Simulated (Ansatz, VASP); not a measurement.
## Ag: VASP beside Ansatz

```
Ag
1.0
     0.00000    2.45733    5.25786
     1.45625    0.00000    5.25786
     1.45625    2.45733    0.00000
Ag
2
Direct
  0.86797 0.86797 0.13203
  0.13203 0.13203 0.86797
```

Alike in both runs: functional PBE; k mesh 22 × 22 × 22; occupations gaussian, width 0.1 eV; no spin polarisation.

Ansatz relaxed the structure, and its values are those at the end. VASP's run is a single point on that final structure, the one shown.

```csv
,VASP,Ansatz
version,VASP 6.6.1,Ansatz 0.2.0
potentials or method,"VASP PAW PBE potentials, release 64 (Ag), cutoff 520 eV","scalar-relativistic, plane waves, PAW"
valence electrons in the cell,22,38
```

|  | VASP | Ansatz | Ansatz less VASP |
| --- | --- | --- | --- |
| gap on the k mesh at the Fermi level (eV) | none | none | - |
| pressure (GPa) | -0.1 | 0.0 | +0.11 |

A gap of «none» marks a metal or a gap that the smearing closes. VASP's potentials hold 22 valence electrons a cell and Ansatz's 38, so a difference there can come from the potentials and not from the codes.
